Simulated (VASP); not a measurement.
A run of VASP 6.6.1 is set up as follows.

Contents of POSCAR:

```
WC
1.0
    2.9005014360      0.0000000000     -0.0870150431
   -1.4502507180      2.5119079273      0.0435075215
   -0.0848700000      0.0000000000      2.8290000000
W C
1 1
Direct
    0.0000000000      0.0000000000      0.0000000000
    0.6666666667      0.3333333333      0.5000000000
```

The input INCAR.step1:

```
  PREC = Accurate
  ENCUT = 520
  ISMEAR = 0
  SIGMA = 0.15
  LREAL = F
  LASPH = T
  NELM = 60
  NBANDS = 16
  GGA = PE
  ALGO = Normal
  EDIFF = 1E-4
  LWAVE = T
  LCHARG = F
```

Contents of INCAR.step2:

```
  PREC = Accurate
  ENCUT = 520
  EDIFF = 1E-6
  ISMEAR = 0
  SIGMA = 0.15
  LREAL = F
  LASPH = T
  NELM = 60
  ALGO = Normal
  ISIF = 2
  LWAVE = F
  LCHARG = F
  METAGGA = R2SCAN
  LMIXTAU = T
  NBANDS = 16
  ISTART = 1
```

KPOINTS

```
Automatic mesh
0
Gamma
  18 18 16
```

Potentials or basis: VASP PAW PBE potentials, release 64 (W_sv, C).

Run with:

```bash
$ cat potpaw_PBE.64/W_sv/POTCAR potpaw_PBE.64/C/POTCAR > POTCAR
$ cp INCAR.step1 INCAR
$ mpirun -np 1 vasp_std > vasp.out
$ cp INCAR.step2 INCAR
$ mpirun -np 1 vasp_std > vasp.out
```

(1) Estimate the largest force.

(2) What does it give for the pressure?

(3) Predict the band gap on the k mesh.

Results:

(1) 0.113 eV/Å.

(2) 7.9 GPa.

(3) zero (band 9 reaches 11.79 eV, above the bottom of band 10 at 10.52 eV).

Caveat: the cell differs from its parent crystal (strain -0.0600 x Voigt [0, 0, 0, 0, 1, 0]); the PAW data sets were made with another functional, which shifts forces and pressure a little; spin-orbit coupling is left out, which moves the levels of the heavy elements.
